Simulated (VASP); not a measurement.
Crystal: Sc3Al.

```
CELL_PARAMETERS angstrom
4.43199 0.00000 0.00000
0.00000 4.43199 0.00000
0.00000 0.00000 4.43199
ATOMIC_POSITIONS crystal
Sc 0.50000 0.00000 0.50000
Sc 0.00000 0.50000 0.50000
Sc 0.50000 0.50000 0.00000
Al 0.00000 0.00000 0.00000
```

Base run:

* Program: VASP 6.6.1
* Functional: r2SCAN
* Potentials or basis: VASP PAW PBE potentials, release 64 (Sc_sv, Al)
* Cutoff: 520 eV
* k mesh: 5 × 5 × 5
* Occupations: fermi-dirac, width 0.25 eV
* Spin: no spin polarisation

Its results: band gap on the k mesh zero (band 18 reaches 5.06 eV, above the bottom of band 19 at 4.07 eV); pressure 0.7 GPa.

The run is repeated on the same cell with these changes: occupations from fermi-dirac, width 0.25 eV to fermi-dirac, width 0.025 eV. What comes out?

Band gap on the k mesh zero (band 18 reaches 5.04 eV, above the bottom of band 19 at 4.05 eV); pressure 0.1 GPa.

Caveats: the PAW data sets were made with another functional, which shifts forces and pressure a little.
